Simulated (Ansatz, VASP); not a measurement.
# One calculation of BaZrO3, two programs

The input INCAR:

```
SYSTEM = BaZrO3
  PREC = Accurate
  ENCUT = 520
  EDIFF = 1E-7
  ISMEAR = 0
  SIGMA = 0.02
  LREAL = .False.
  LASPH = .True.
  NELM = 100
  ALGO = Normal
  ISIF = 2
  LWAVE = .False.
  LCHARG = .False.
  GGA = PS
  NBANDS = 28
```

File KPOINTS:

```
Automatic mesh
0
Gamma
  6 6 6
  0 0 0
```

POSCAR

```
BaZrO3
1.0
    3.9513391845      0.0000000000      0.0000000000
    0.0000000000      3.9513391845      0.0000000000
    0.0000000000      0.0000000000      3.9513391845
Ba Zr O
1 1 3
Direct
    0.0000000000      0.0000000000      0.0000000000
    0.5000000000      0.5000000000      0.5000000000
    0.5000000000      0.0000000000      0.5000000000
    0.5000000000      0.5000000000      0.0000000000
    0.0000000000      0.5000000000      0.5000000000
```

Input for Ansatz:

```yaml
crystal:
  lattice:
    - [3.9513391845, 0.0, 0.0]
    - [0.0, 3.9513391845, 0.0]
    - [0.0, 0.0, 3.9513391845]
  atoms:
    - { symbol: Ba, position: [0.0, 0.0, 0.0] }
    - { symbol: Zr, position: [0.5, 0.5, 0.5] }
    - { symbol: O, position: [0.5, 0.0, 0.5] }
    - { symbol: O, position: [0.5, 0.5, 0.0] }
    - { symbol: O, position: [0.0, 0.5, 0.5] }
basis:
  ecutwfc: 420
kpoints:
  mp_grid: { grid: [6, 6, 6] }
  band_path: { path: [VBM, CBM], npoints: 2 }
hamiltonian:
  xc: pbesol
scf:
  occupations: { method: gaussian, width: 0.02 }
output:
  forces: true
  stress: true
  eigenvalues: true
checkpoint:
  read: start.run
  write: ck
  compress: false
  write_wavefunctions: false
  write_every: 100000
```

Alike in both runs: task single point; functional PBEsol; k mesh 6 × 6 × 6; occupations gaussian, width 0.02 eV; no spin polarisation.

|  | VASP | Ansatz |
| --- | --- | --- |
| version | VASP 6.6.1 | Ansatz 0.2.0 |
| potentials or method | VASP PAW PBE potentials, release 64 (Ba_sv, Zr_sv, O), cutoff 520 eV | scalar-relativistic, plane waves, PAW |
| valence electrons in the cell | 40 | 40 |

|  | VASP | Ansatz | Ansatz less VASP |
| --- | --- | --- | --- |
| gap on the k mesh at the Fermi level (eV) | 3.29 | 3.33 | +0.038 |
| least direct gap on the mesh (eV) | 3.29 | 3.33 | +0.038 |

VASP's potentials were made for PBE, not for PBEsol. With one functional, cell and mesh, what is left measures potentials, basis and numerics.

Neither program's run includes spin-orbit coupling.
